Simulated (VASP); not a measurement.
# MgTl2GaC6N6 (Fm-3m) in VASP: further runs

The runs below take MgTl2GaC6N6 through single point, with PBE.

All numbers are computed with VASP 6.6.1; they aren't measurements. Logs are shortened: lines on timing, memory, paths and dates and some standing lists are left out, and cuts for length are marked.

### 1 The cell of the first run

It takes space group Fm-3m (No. 225, cubic). Conventional cell: a = 10.270 Å, b = 10.270 Å, c = 10.270 Å, α = 90.00°, β = 90.00°, γ = 90.00°. Within 2.6 Å of Mg (site symmetry m-3m) lie 6 C at 1.98 Å. Tl (site symmetry -43m) has 12 N at 3.68 Å and 12 C at 3.68 Å and 4 Mg at 4.45 Å and 4 Ga at 4.45 Å within 4.8 Å. Ga (site symmetry m-3m) has 6 N at 1.98 Å within 2.6 Å. Within 1.6 Å of C (site symmetry 4mm) lie 1 N at 1.17 Å. Within 1.6 Å of N (site symmetry 4mm) lie 1 C at 1.17 Å.

### 2 Single point, PBE

The input, INCAR:

```
PREC     = Accurate       # precision mode
ENCUT    = 520            # plane-wave cutoff, eV
EDIFF    = 1E-6           # SCF threshold, eV
ISMEAR   = 0              # smearing method
SIGMA    = 0.1            # smearing width, eV
LREAL    = Auto         
LASPH    = True           # aspherical terms in the spheres
NELM     = 100            # most SCF steps
ALGO     = Normal         # electronic algorithm
ISIF     = 2              # what is computed and relaxed
LWAVE    = False          # write WAVECAR
LCHARG   = False          # write CHGCAR
GGA      = PE             # functional
NBANDS   = 62             # bands
```

The input, KPOINTS:

```
Automatic mesh
0
Gamma
  4 4 4
```

The input, POSCAR:

```
MgTl2GaC6N6
1.0
    0.0000000000      5.1350000000      5.1350000000
    5.1350000000      0.0000000000      5.1350000000
    5.1350000000      5.1350000000      0.0000000000
Mg Tl Ga C N
1 2 1 6 6
Direct
    0.0000000000      0.0000000000      0.0000000000
    0.2500000000      0.2500000000      0.2500000000
    0.7500000000      0.7500000000      0.7500000000
    0.5000000000      0.5000000000      0.5000000000
    0.8072054500      0.1927945500      0.1927945500
    0.1927945500      0.8072054500      0.1927945500
    0.1927945500      0.1927945500      0.8072054500
    0.1927945500      0.8072054500      0.8072054500
    0.8072054500      0.1927945500      0.8072054500
    0.8072054500      0.8072054500      0.1927945500
    0.6932814000      0.3067186000      0.3067186000
    0.3067186000      0.6932814000      0.3067186000
    0.3067186000      0.3067186000      0.6932814000
    0.3067186000      0.6932814000      0.6932814000
    0.6932814000      0.3067186000      0.6932814000
    0.6932814000      0.6932814000      0.3067186000
```

Potentials or basis: VASP PAW PBE potentials, release 64 (Mg, Tl_d, Ga_d, C, N).

Command:

```sh
> cat potpaw_PBE.64/Mg/POTCAR potpaw_PBE.64/Tl_d/POTCAR potpaw_PBE.64/Ga_d/POTCAR potpaw_PBE.64/C/POTCAR potpaw_PBE.64/N/POTCAR > POTCAR
> mpirun -np 1 vasp_std > vasp.out
```

OUTCAR:

```text
PREC = Accurate
   ENCUT = 520
   EDIFF = 1E-6
   ISMEAR = 0
   LREAL = Auto
   LASPH = True
   NELM = 100
   ISIF = 2
   GGA = PE

 ion  position               nearest neighbor table
   1  0.000  0.000  0.000-   5 1.98   6 1.98   7 1.98   8 1.98   9 1.98  10 1.98
   2  0.250  0.250  0.250-
   3  0.750  0.750  0.750-
   4  0.500  0.500  0.500-  11 1.98  12 1.98  13 1.98  14 1.98  15 1.98  16 1.98
   5  0.807  0.193  0.193-  11 1.17   1 1.98
   6  0.193  0.807  0.193-  12 1.17   1 1.98
   7  0.193  0.193  0.807-  13 1.17   1 1.98
   8  0.193  0.807  0.807-  14 1.17   1 1.98
   9  0.807  0.193  0.807-  15 1.17   1 1.98
  10  0.807  0.807  0.193-  16 1.17   1 1.98
  11  0.693  0.307  0.307-   5 1.17   4 1.98
  12  0.307  0.693  0.307-   6 1.17   4 1.98
  13  0.307  0.307  0.693-   7 1.17   4 1.98
  14  0.307  0.693  0.693-   8 1.17   4 1.98
  15  0.693  0.307  0.693-   9 1.17   4 1.98
  16  0.693  0.693  0.307-  10 1.17   4 1.98

  LATTYP: Found a face centered cubic cell.
 ALAT       =    10.2700000000

  Lattice vectors:

 A1 = (   0.0000000000,   5.1350000000,   5.1350000000)
 A2 = (   5.1350000000,   0.0000000000,   5.1350000000)
 A3 = (   5.1350000000,   5.1350000000,   0.0000000000)

Analysis of symmetry for initial positions (statically):
=====================================================================
 Subroutine PRICEL returns:
 Original cell was already a primitive cell.

 Routine SETGRP: Setting up the symmetry group for a
 face centered cubic supercell.

 Subroutine GETGRP returns: Found 48 space group operations
 (whereof 48 operations were pure point group operations)
 out of a pool of 48 trial point group operations.

The static configuration has the point symmetry O_h .

Analysis of symmetry for dynamics (positions and initial velocities):
=====================================================================
 Subroutine PRICEL returns:
 Original cell was already a primitive cell.

 Routine SETGRP: Setting up the symmetry group for a
 face centered cubic supercell.

 Subroutine GETGRP returns: Found 48 space group operations
 (whereof 48 operations were pure point group operations)
 out of a pool of 48 trial point group operations.

The dynamic configuration has the point symmetry O_h .

 Subroutine INISYM returns: Found 48 space group operations
[... 110 lines left out ...]
   EDIFFG = 0.1E-04   stopping-criterion for IOM
   NSW    =      0    number of steps for IOM
   IBRION =     -1    ionic relax: 0-MD 1-quasi-New 2-CG
   NFREE  =      0    steps in history (QN), initial steepest desc. (CG)
   ISIF   =      2    stress and relaxation
   ISYM   =      2    0-nonsym 1-usesym 2-fastsym
   POTIM  = 0.5000    time-step for ionic-motion
   TEBEG  =    0.0;   TEEND  =   0.0 temperature during run
   PSTRESS=    0.0 pullay stress
   NELECT =      95.0000    total number of electrons
   NUPDOWN=      -1.0000    fix difference up-down
   EMIN   =  10.00;   EMAX   =-10.00  energy-range for DOS
   EFERMI =   0.00;   METHOD = LEGACY
   ISMEAR =     0;   SIGMA  =   0.10  broadening in eV -4-tet -1-fermi 0-gaus
   EFERMI_NEDOS =   21; number of points for ismear=-14 and -15
   IALGO  =     38    algorithm
   IMIX   =      4    mixing-type and parameters
     AMIX     =   0.40;   BMIX     =  1.00
     AMIX_MAG =   1.60;   BMIX_MAG =  1.00
  volume/ion in A,a.u.               =      16.93       114.22
  Fermi-wavevector in a.u.,A,eV,Ry     =   1.154602  2.181881 18.138001  1.333105
  Thomas-Fermi vector in A             =   2.291237
   LORBIT       =      0    0 simple, 1 ext, 2 COOP (PROOUT), +10 PAW based schemes
   GGA     = PE    functional components
   LHFCALC =     F    Hartree Fock is set to
   AEXX    =    0.0000 exact exchange contribution
   IVDW    =     0    specifies the selected vdW correction
   LEPSILON=     F    determine dielectric tensor
   LRPA    =     F    only Hartree local field effects (RPA)
 non-spin polarized calculation
 Gauss-broadening in eV      SIGMA  =   0.10
  energy-cutoff  :      520.00
  volume of cell :      270.80
 maximum number of plane-waves:      7391
 NGX is ok and might be reduce to    54
   NGX = 27   NGY = 27   NGZ = 27

 number of electron      94.9999979 magnetization

 Free energy of the ion-electron system (eV)
  ---------------------------------------------------
  ext. energy  EPLUGINS =         0.00000000
  ---------------------------------------------------
  free energy    TOTEN  =      -106.57782415 eV

  energy without entropy =     -106.52307381  energy(sigma->0) =     -106.55044898

 E-fermi :   4.1565     XC(G=0):  -8.6587

 val. band max:        4.1391623162   @ k =   0.2500   0.0000   0.0000
 cond. band min:       4.1594967021   @ k =  -0.2500   0.5000   0.2500
 fundamental gap:      0.0203343859
 Fermi energy:         4.1564808364

 k-point     1 :       0.0000    0.0000    0.0000
  band No.  band energies     occupation
      1     -16.4244      2.00000
      2     -16.0388      2.00000
      3     -16.0388      2.00000
      4     -16.0388      2.00000
      5     -15.9756      2.00000
      6     -15.9756      2.00000
[... 485 lines left out ...]
     58       6.4403      0.00000
     59       6.4404      0.00000
 [bands above 59 left out]

------------------------ aborting loop because EDIFF is reached ----------------------------------------

  FORCE on cell =-STRESS in cart. coord.  units (eV):
  Direction    XX          YY          ZZ          XY          YZ          ZX
  --------------------------------------------------------------------------------------
  -------------------------------------------------------------------------------------
  Total       17.7062580     17.7062580     17.7062580      0.0000000     -0.0000000      0.0000000
  in kB      104.7577184    104.7577184    104.7577184      0.0000000     -0.0000000      0.0000000
  external PRESSURE =     104.7577184 kB  Pullay stress =       0.0000000 kB

 VOLUME and BASIS-vectors are now :
 -----------------------------------------------------------------------------
  energy-cutoff  :      520.00
  volume of cell :      270.80
      direct lattice vectors                 reciprocal lattice vectors
     0.000000000  5.135000000  5.135000000    -0.097370983  0.097370983  0.097370983
     5.135000000  0.000000000  5.135000000     0.097370983 -0.097370983  0.097370983
     5.135000000  5.135000000  0.000000000     0.097370983  0.097370983 -0.097370983

 POSITION                                       TOTAL-FORCE (eV/Angst)
 -----------------------------------------------------------------------------------
      0.00000      0.00000      0.00000        -0.000000      0.000000     -0.000000
      2.56750      2.56750      2.56750         0.000000      0.000000      0.000000
      7.70250      7.70250      7.70250         0.000000      0.000000      0.000000
      5.13500      5.13500      5.13500        -0.000000      0.000000     -0.000000
      1.98000      5.13500      5.13500         1.666536      0.000000      0.000000
      5.13500      1.98000      5.13500         0.000000      1.666536      0.000000
[... 8 lines left out ...]
      5.13500      7.12000      5.13500         0.000000     -0.578762      0.000000
      5.13500      5.13500      7.12000         0.000000      0.000000     -0.578762
 -----------------------------------------------------------------------------------
    total drift:                               -0.000000     -0.000000     -0.000000

  FREE ENERGIE OF THE ION-ELECTRON SYSTEM (eV)
  ---------------------------------------------------
  free  energy   TOTEN  =      -106.5778241525 eV

  energy  without entropy=     -106.5230738127  energy(sigma->0) =     -106.55044898
```

OSZICAR:

```text
N       E                     dE             d eps       ncg     rms          rms(c)
DAV:   1     0.801537448280E+03    0.80154E+03   -0.43636E+04  1044   0.156E+03
DAV:   2     0.191483946239E+01   -0.79962E+03   -0.74645E+03  1168   0.434E+02
DAV:   3    -0.115399502633E+03   -0.11731E+03   -0.11452E+03  1160   0.142E+02
DAV:   4    -0.121769145633E+03   -0.63696E+01   -0.62667E+01  1212   0.368E+01
DAV:   5    -0.122002382302E+03   -0.23324E+00   -0.23014E+00  1400   0.597E+00    0.207E+01
DAV:   6    -0.109034970133E+03    0.12967E+02   -0.24320E+01  1368   0.281E+01    0.106E+01
DAV:   7    -0.106601412832E+03    0.24336E+01   -0.79376E+00  1328   0.119E+01    0.493E+00
DAV:   8    -0.106599120921E+03    0.22919E-02   -0.15549E+00  1172   0.565E+00    0.238E+00
DAV:   9    -0.106587290026E+03    0.11831E-01   -0.24176E-01  1416   0.237E+00    0.929E-01
DAV:  10    -0.106576197917E+03    0.11092E-01   -0.54790E-02  1206   0.101E+00    0.253E-01
DAV:  11    -0.106577274543E+03   -0.10766E-02   -0.91130E-03  1320   0.390E-01    0.179E-01
DAV:  12    -0.106577652785E+03   -0.37824E-03   -0.10816E-03  1242   0.210E-01    0.610E-02
DAV:  13    -0.106577813937E+03   -0.16115E-03   -0.36477E-04  1272   0.129E-01    0.204E-02
DAV:  14    -0.106577819042E+03   -0.51046E-05   -0.51619E-05  1366   0.280E-02    0.908E-03
DAV:  15    -0.106577823257E+03   -0.42152E-05   -0.11268E-05  1008   0.137E-02    0.322E-03
DAV:  16    -0.106577824287E+03   -0.10302E-05   -0.19480E-06   868   0.599E-03    0.177E-03
DAV:  17    -0.106577824153E+03    0.13460E-06   -0.33202E-07   680   0.303E-03
   1 F= -.10657782E+03 E0= -.10655045E+03  d E =-.547503E-01
```

stdout:

```text
POSCAR found type information on POSCAR MgTlGaC N
 POSCAR found :  5 types and      16 ions
 scaLAPACK will be used
 LDA part: xc-table for (Slater+PW92), standard interpolation
 POSCAR, INCAR and KPOINTS ok, starting setup
 FFT: planning ... GRIDC
 FFT: planning ... GRID_SOFT
 FFT: planning ... GRID
 WAVECAR not read
 entering main loop
```

Run time: 6.4 min. Hardware: 1 thread of Intel Xeon Platinum 8488C (Sapphire Rapids), shared host; peak memory 0.45 GiB.

Results:

```
Free energy   : -106.5778 eV
Pressure      : 10.5 GPa
Largest force : 1.667 eV/Å
```

Forces in eV/Å, atoms in the order of the input:
```
Mg   0.000  0.000  0.000
Tl   0.000  0.000  0.000
Tl   0.000  0.000  0.000
Ga   0.000  0.000  0.000
C    1.667  0.000  0.000
C    0.000  1.667  0.000
C    0.000  0.000  1.667
C   -1.667  0.000  0.000
C    0.000 -1.667  0.000
C    0.000  0.000 -1.667
N    0.579  0.000  0.000
N    0.000  0.579  0.000
N    0.000  0.000  0.579
N   -0.579  0.000  0.000
N    0.000 -0.579  0.000
N    0.000  0.000 -0.579
```

Caveat: spin-orbit coupling is left out, which moves the levels of the heavy elements; forces of over 1 eV/Å act on the atoms, so gaps and moduli don't describe the material at rest.

(Continued in part 2 of 2.)
